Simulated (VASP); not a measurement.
Write the native input for VASP 6.6.1 that does the following.

* Task: single point
* Functional: PBE
* Potentials or basis: VASP PAW PBE potentials, release 64 (Ba_sv, S)
* Cutoff: 520 eV
* k mesh: 10 × 10 × 8
* Occupations: gaussian, width 0.05 eV
* Spin: no spin polarisation
* Dipole correction: no
* Further INCAR settings: ALGO = Normal; EDIFF = 1e-06; NBANDS = 15

The structure of BaS lies in POSCAR:

```
BaS
1.0
    4.3652937922      0.0000000000      0.0000000000
   -2.1826468961      3.7804553190      0.0000000000
    0.0000000000      0.0000000000      3.9780699241
Ba S
1 1
Direct
    0.0045815931      0.0000000000      0.0000000000
    0.6666666667      0.3333333333      0.5000000000
```

This cell differs from its parent crystal: atom 1 (Ba) moved 0.02 Å along x.

These files were run (other wordings do the same):

INCAR

```
  ALGO = Normal
  EDIFF = 1E-6
  ENCUT = 520
  GGA = PE
  ISIF = 2
  ISMEAR = 0
  LASPH = True
  LCHARG = False
  LREAL = False
  LWAVE = False
  NBANDS = 15
  NELM = 100
  PREC = Accurate
  SIGMA = 0.05
```

KPOINTS

```
k-points
0
Gamma
  10 10 8
```

Potentials or basis: VASP PAW PBE potentials, release 64 (Ba_sv, S).

Run with:

```console
$ cat potpaw_PBE.64/Ba_sv/POTCAR potpaw_PBE.64/S/POTCAR > POTCAR
$ mpirun -np 1 vasp_std > vasp.out
```

Results of the run:

| Property | Result |
| --- | --- |
| Pressure | 0.6 GPa |
| Largest force | 0.048 eV/Å |
| Band gap on the k mesh | 1.97 eV |

Caveat: the cell differs from its parent crystal (atom 1 (Ba) moved 0.02 Å along x); spin-orbit coupling is left out, which moves the levels of the heavy elements.

It took 75 s on 1 thread of Intel(R) Xeon(R) 6975P-C (Granite Rapids), with other jobs on the host, peak memory 0.38 GiB.
